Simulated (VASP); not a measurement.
Input of a VASP 6.6.1 run:

Contents of INCAR:

```
  PREC = Accurate
  ENCUT = 600
  EDIFF = 1E-8
  ISMEAR = 0
  SIGMA = 0.01
  LREAL = F
  LASPH = T
  NELM = 120
  ALGO = Normal
  ISIF = 2
  LWAVE = F
  LCHARG = T
  GGA = PE
  IBRION = 8
  NSW = 1
  LEPSILON = T
  GGA_COMPAT = F
```

Contents of KPOINTS:

```
Automatic mesh
0
Gamma
  9 9 9
```

Contents of POSCAR:

```
SiC
1.0
    0.0000000000      2.1769970000      2.1769970000
    2.1769970000      0.0000000000      2.1769970000
    2.1769970000      2.1769970000      0.0000000000
Si C
1 1
Direct
    0.2500000000      0.2500000000      0.2500000000
    0.0000000000      0.0000000000      0.0000000000
```

Potentials or basis: VASP PAW PBE potentials, release 64 (Si, C).

Run with:

```sh
$ cat potpaw_PBE.64/Si/POTCAR potpaw_PBE.64/C/POTCAR > POTCAR
$ mpirun -np 1 vasp_std > vasp.out
```

Q: What does it give for the electronic dielectric tensor (diagonal)?

A: 7.03.

Q: Estimate the Born charges (mean of the diagonal).

A: Si +2.70; C -2.70 e.

Q: Estimate the highest phonon frequency at Γ, LO-TO splitting left out.

A: 790 cm⁻¹.

Phonon frequencies in cm⁻¹ (negative: imaginary):
```
              q point        frequencies
(0.000, 0.000, 0.000)  0 0 0 790 790 790
```

Caveat: the cell wasn't relaxed at this level first, which shifts response properties.
